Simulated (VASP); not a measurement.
# YTl in VASP: a series of runs

The runs below take YTl through electric field gradients, with LDA.

Everything below comes from runs of VASP 6.6.1. Logs are shortened: lines on timing, memory, paths and dates and some standing lists are left out, and cuts for length are marked.

### 1 The cell of the first run

Symmetry: P4/mmm, No. 123, tetragonal system. The conventional cell has a = 3.826 Å, b = 3.826 Å, c = 3.751 Å, α = 90.00°, β = 90.00°, γ = 90.00°. Within 4.3 Å of Y (site symmetry 4/mmm) lie 8 Tl at 3.29 Å and 6 Y at 3.75 to 3.83 Å. Within 4.3 Å of Tl (site symmetry 4/mmm) lie 8 Y at 3.29 Å and 6 Tl at 3.75 to 3.83 Å.

### 2 Electric field gradients, LDA (equal xx and yy strain of +2 %)

Input file INCAR:

```
SYSTEM = YTl
PREC = Accurate
ENCUT = 520
EDIFF = 1E-8
ISMEAR = -1
SIGMA = 0.08
LREAL = .FALSE.
LASPH = .TRUE.
NELM = 80
ALGO = Normal
ISIF = 2
LWAVE = .FALSE.
LCHARG = .FALSE.
LEFG = .TRUE.
NBANDS = 19
```

Input file KPOINTS:

```
Automatic mesh
0
G
  11 11 11
  0 0 0
```

Input file POSCAR:

```
YTl
1.0
    3.8260200000      0.0000000000      0.0000000000
    0.0000000000      3.8260200000      0.0000000000
    0.0000000000      0.0000000000      3.7510000000
Y Tl
1 1
Direct
    0.5000000000      0.5000000000      0.5000000000
    0.0000000000      0.0000000000      0.0000000000
```

Potentials or basis: VASP PAW LDA potentials, release 64 (Y_sv, Tl_d).

Started as:

```bash
> cat potpaw_LDA.64/Y_sv/POTCAR potpaw_LDA.64/Tl_d/POTCAR > POTCAR
> mpirun -np 1 vasp_std > vasp.out
```

OUTCAR:

```text
SYSTEM = YTl
   PREC = Accurate
   ENCUT = 520
   EDIFF = 1E-8
   ISMEAR = -1
   LREAL = .FALSE.
   LASPH = .TRUE.
   NELM = 80
   ISIF = 2

 ion  position               nearest neighbor table
   1  0.500  0.500  0.500-   2 3.29   2 3.29   2 3.29   2 3.29   2 3.29   2 3.29   2 3.29   2 3.29

   2  0.000  0.000  0.000-   1 3.29   1 3.29   1 3.29   1 3.29   1 3.29   1 3.29   1 3.29   1 3.29

  LATTYP: Found a simple tetragonal cell.
 ALAT       =     3.8260200000
 C/A-ratio  =     0.9803921569

  Lattice vectors:

 A1 = (   3.8260200000,   0.0000000000,   0.0000000000)
 A2 = (   0.0000000000,   3.8260200000,   0.0000000000)
 A3 = (   0.0000000000,   0.0000000000,   3.7510000000)

Analysis of symmetry for initial positions (statically):
=====================================================================
 Subroutine PRICEL returns:
 Original cell was already a primitive cell.

 Routine SETGRP: Setting up the symmetry group for a
 simple tetragonal supercell.

 Subroutine GETGRP returns: Found 16 space group operations
 (whereof 16 operations were pure point group operations)
 out of a pool of 16 trial point group operations.

The static configuration has the point symmetry D_4h.

Analysis of symmetry for dynamics (positions and initial velocities):
=====================================================================
 Subroutine PRICEL returns:
 Original cell was already a primitive cell.

 Routine SETGRP: Setting up the symmetry group for a
 simple tetragonal supercell.

 Subroutine GETGRP returns: Found 16 space group operations
 (whereof 16 operations were pure point group operations)
 out of a pool of 16 trial point group operations.

The dynamic configuration has the point symmetry D_4h.

 Subroutine INISYM returns: Found 16 space group operations
 (whereof 16 operations are pure point group operations),
 and found     1 'primitive' translations

----------------------------------------------------------------------------------------

                                     Primitive cell

  volume of cell :      54.9087

  direct lattice vectors                    reciprocal lattice vectors
     3.826020000  0.000000000  0.000000000     0.261368210  0.000000000  0.000000000
     0.000000000  3.826020000  0.000000000     0.000000000  0.261368210  0.000000000
     0.000000000  0.000000000  3.751000000     0.000000000  0.000000000  0.266595575

  length of vectors
     3.826020000  3.826020000  3.751000000     0.261368210  0.261368210  0.266595575

  position of ions in fractional coordinates (direct lattice)
     0.500000000  0.500000000  0.500000000
     0.000000000  0.000000000  0.000000000

  ion indices of the primitive-cell ions
   primitive index   ion index
                 1           1
                 2           2

----------------------------------------------------------------------------------------

 KPOINTS: Automatic mesh

Automatic generation of k-mesh.
 Grid dimensions read from file:
 generate k-points for:   11   11   11

 Generating k-lattice:

  Cartesian coordinates                     Fractional coordinates (reciprocal lattice)
     0.023760746  0.000000000  0.000000000     0.090909091  0.000000000  0.000000000
     0.000000000  0.023760746  0.000000000     0.000000000  0.090909091  0.000000000
     0.000000000  0.000000000  0.024235961     0.000000000  0.000000000  0.090909091

  Length of vectors
     0.023760746  0.023760746  0.024235961

  Shift w.r.t. Gamma in fractional coordinates (k-lattice)
     0.000000000  0.000000000  0.000000000

 Subroutine IBZKPT returns following result:
 ===========================================

 Found    126 irreducible k-points:

 Following reciprocal coordinates:
            Coordinates               Weight
  0.000000  0.000000  0.000000      1.000000
  0.090909  0.000000  0.000000      4.000000
  0.181818  0.000000  0.000000      4.000000
  0.272727  0.000000  0.000000      4.000000
  0.363636  0.000000  0.000000      4.000000
  0.454545  0.000000  0.000000      4.000000
[... 16 lines left out ...]
  0.090909  0.000000  0.090909      8.000000
  0.181818  0.000000  0.090909      8.000000
 [... further k-points ...]
   k-points           NKPTS =    126   k-points in BZ     NKDIM =    126   number of bands    NBANDS=     19
   number of dos      NEDOS =    301   number of ions     NIONS =      2
   total plane-waves  NPLWV =  21952
   dimension x,y,z NGX =    28 NGY =   28 NGZ =   28
   dimension x,y,z NGXF=    56 NGYF=   56 NGZF=   56
   ions per type =               1   1
   NGX,Y,Z   is equivalent  to a cutoff of  12.17, 12.17, 12.41 a.u.
   NGXF,Y,Z  is equivalent  to a cutoff of  24.33, 24.33, 24.82 a.u.
 SYSTEM =  YTl
   PREC   = accura    normal or accurate (medium, high low for compatibility)
   ISTART =      0    job   : 0-new  1-cont  2-samecut
   ICHARG =      2    charge: 1-file 2-atom 10-const
   ISPIN  =      1    spin polarized calculation?
   LNONCOLLINEAR =      F non collinear calculations
   LSORBIT =      F    spin-orbit coupling
   LASPH  =      T    aspherical Exc in radial PAW
   ENCUT  =  520.0 eV  38.22 Ry    6.18 a.u.   7.11  7.11  6.97*2*pi/ulx,y,z
   NELM   =     80;   NELMIN=  2; NELMDL= -5     # of ELM steps
   EDIFF  = 0.1E-07   stopping-criterion for ELM
   LREAL  =      F    real-space projection
   EDIFFG = 0.1E-06   stopping-criterion for IOM
   NSW    =      0    number of steps for IOM
   IBRION =     -1    ionic relax: 0-MD 1-quasi-New 2-CG
   NFREE  =      0    steps in history (QN), initial steepest desc. (CG)
   ISIF   =      2    stress and relaxation
   ISYM   =      2    0-nonsym 1-usesym 2-fastsym
   POTIM  = 0.5000    time-step for ionic-motion
   TEBEG  =    0.0;   TEEND  =   0.0 temperature during run
   PSTRESS=    0.0 pullay stress
   NELECT =      24.0000    total number of electrons
   NUPDOWN=      -1.0000    fix difference up-down
   EMIN   =  10.00;   EMAX   =-10.00  energy-range for DOS
   EFERMI =   0.00;   METHOD = LEGACY
   ISMEAR =    -1;   SIGMA  =   0.08  broadening in eV -4-tet -1-fermi 0-gaus
   EFERMI_NEDOS =   21; number of points for ismear=-14 and -15
   IALGO  =     38    algorithm
   IMIX   =      4    mixing-type and parameters
     AMIX     =   0.40;   BMIX     =  1.00
     AMIX_MAG =   1.60;   BMIX_MAG =  1.00
  volume/ion in A,a.u.               =      27.45       185.27
  Fermi-wavevector in a.u.,A,eV,Ry     =   1.242409  2.347813 21.001697  1.543581
  Thomas-Fermi vector in A             =   2.376765
   LORBIT       =      0    0 simple, 1 ext, 2 COOP (PROOUT), +10 PAW based schemes
   GGA     = CA    functional components
   LHFCALC =     F    Hartree Fock is set to
   AEXX    =    0.0000 exact exchange contribution
   IVDW    =     0    specifies the selected vdW correction
   LEPSILON=     F    determine dielectric tensor
   LRPA    =     F    only Hartree local field effects (RPA)
 non-spin polarized calculation
  energy-cutoff  :      520.00
  volume of cell :       54.91
 maximum number of plane-waves:      1493
   NGX = 15   NGY = 15   NGZ = 13

 number of electron      23.9999995 magnetization

 Free energy of the ion-electron system (eV)
  ---------------------------------------------------
  ext. energy  EPLUGINS =         0.00000000
  ---------------------------------------------------
  free energy    TOTEN  =       -10.83924756 eV

  energy without entropy =      -10.80769418  energy(sigma->0) =      -10.82347087

 E-fermi :   5.5885     XC(G=0): -10.5547

 val. band max:        5.5850545837   @ k =   0.0909   0.0909   0.3636
 cond. band min:       5.5950118394   @ k =   0.3636   0.0000   0.0909
 fundamental gap:      0.0099572558
 Fermi energy:         5.5884512041

 k-point     1 :       0.0000    0.0000    0.0000
  band No.  band energies     occupation
      1     -37.3535      2.00000
      2     -17.3969      2.00000
      3     -17.3969      2.00000
      4     -17.3718      2.00000
      5      -6.0600      2.00000
      6      -6.0420      2.00000
[... 11 lines left out ...]
     18       8.9309      0.00000
     19      10.6533      0.00000

 k-point     2 :       0.0909    0.0000    0.0000
  band No.  band energies     occupation
      1     -37.3527      2.00000
      2     -17.4121      2.00000
      3     -17.3959      2.00000
      4     -17.3708      2.00000
      5      -6.0549      2.00000
      6      -6.0249      2.00000
[... 476 lines left out ...]
 k-point    24 :       0.1818    0.0000    0.0909
  band No.  band energies     occupation
      1     -37.3495      2.00000
      2     -17.4508      2.00000
      3     -17.3919      2.00000
      4     -17.3857      2.00000
      5      -6.0282      2.00000
      6      -5.9676      2.00000
[... 11 lines left out ...]
     18      10.7589      0.00000
     19      13.2092      0.00000

 [... further k-points ...]

------------------------ aborting loop because EDIFF is reached ----------------------------------------

  FORCE on cell =-STRESS in cart. coord.  units (eV):
  Direction    XX          YY          ZZ          XY          YZ          ZX
  --------------------------------------------------------------------------------------
  -------------------------------------------------------------------------------------
  Total       -1.7136678     -1.7136678     -1.6332748      0.0000000      0.0000000      0.0000000
  in kB      -50.0029573    -50.0029573    -47.6571768      0.0000000      0.0000000      0.0000000
  external PRESSURE =     -49.2210305 kB  Pullay stress =       0.0000000 kB

 VOLUME and BASIS-vectors are now :
 -----------------------------------------------------------------------------
  energy-cutoff  :      520.00
  volume of cell :       54.91
      direct lattice vectors                 reciprocal lattice vectors
     3.826020000  0.000000000  0.000000000     0.261368210  0.000000000  0.000000000
     0.000000000  3.826020000  0.000000000     0.000000000  0.261368210  0.000000000
     0.000000000  0.000000000  3.751000000     0.000000000  0.000000000  0.266595575

 POSITION                                       TOTAL-FORCE (eV/Angst)
 -----------------------------------------------------------------------------------
      1.91301      1.91301      1.87550         0.000000      0.000000      0.000000
      0.00000      0.00000      0.00000         0.000000      0.000000      0.000000
 -----------------------------------------------------------------------------------
    total drift:                               -0.000000      0.000000      0.000000

  FREE ENERGIE OF THE ION-ELECTRON SYSTEM (eV)
  ---------------------------------------------------
  free  energy   TOTEN  =       -10.8392475643 eV

  energy  without entropy=      -10.8076941843  energy(sigma->0) =      -10.82347087

 Electric field gradients (V/A^2)
---------------------------------------------------------------------
 ion       V_xx      V_yy      V_zz      V_xy      V_xz      V_yz
---------------------------------------------------------------------
   1       0.766     0.766    -1.531     0.000     0.000    -0.000
   2      -9.107    -9.107    18.215    -0.000     0.000    -0.000
---------------------------------------------------------------------

 Electric field gradients after diagonalization (V/A^2)
 (convention: |V_zz| > |V_xx| > |V_yy|)
----------------------------------------------------------------------
 ion       V_xx      V_yy      V_zz     asymmetry (V_yy - V_xx)/ V_zz
----------------------------------------------------------------------
   1       0.766     0.766    -1.531       0.000
   2      -9.107    -9.107    18.215       0.000
----------------------------------------------------------------------

           NMR quadrupolar parameters

 Cq : quadrupolar parameter    Cq=e*Q*V_zz/h
 eta: asymmetry parameters     (V_yy - V_xx)/ V_zz
 Q  : nuclear electric quadrupole moment in mb (millibarn)
----------------------------------------------------------------------
 ion       Cq(MHz)       eta       Q (mb)
----------------------------------------------------------------------
   1      -0.004       0.000       1.000
   2       0.044       0.000       1.000
----------------------------------------------------------------------
```

Wall time 91 s (1 thread of Intel Xeon 8259CL, shared host); peak memory 0.27 GiB.

What came out:

| Item | Value |
| --- | --- |
| Free energy | -10.8392 eV |
| Pressure | -4.9 GPa |
| Band gap on the k mesh | zero (bands 12 and 13 overlap by 2.13 eV) |
| Largest electric field gradient by atom | Y -1.5; Tl +18.2 V/Å² |

Electric field gradients, principal values (V/Å²):
```
atom   least  middle  greatest (by size)
 1 Y   0.766   0.766              -1.531
2 Tl  -9.107  -9.107              18.215
```

Caveat: the cell differs from its parent crystal (equal xx and yy strain of +2 %); the cell stands under tension; without QUAD_EFG the Cq values of the log hold for a quadrupole moment of 1 mb, not for the nuclei; spin-orbit coupling is left out, which moves the levels of the heavy elements.

(Part 1 of 2 ends here.)

The gap in the log of VASP goes by the Fermi energy; the results here count the filled bands.